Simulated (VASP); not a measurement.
Input of a VASP 6.6.1 run:

Contents of INCAR:

```
SYSTEM = HfB
  PREC = Accurate
  ENCUT = 520
  EDIFF = 1E-6
  ISMEAR = 0
  SIGMA = 0.019000000000000003
  LREAL = .FALSE.
  LASPH = .TRUE.
  NELM = 60
  ALGO = Normal
  ISIF = 2
  LWAVE = .FALSE.
  LCHARG = .FALSE.
  GGA = PE
  NBANDS = 14
```

KPOINTS

```
regular mesh
0
G
  10 10 10
  0 0 0
```

The input POSCAR:

```
HfB
1.0
    0.0000000000      2.3100000000      2.3100000000
    2.3100000000      0.0000000000      2.3100000000
    2.3100000000      2.3100000000      0.0000000000
Hf B
1 1
Direct
    0.5000000000      0.5000000000      0.5000000000
    0.0000000000      0.0000000000      0.0000000000
```

Potentials or basis: VASP PAW PBE potentials, release 64 (Hf_pv, B).

Run with:

```bash
$ cat potpaw_PBE.64/Hf_pv/POTCAR potpaw_PBE.64/B/POTCAR > POTCAR
$ mpirun -np 1 vasp_std > vasp.out
```

Problem. Estimate the pressure.

Solution. 30.2 GPa.
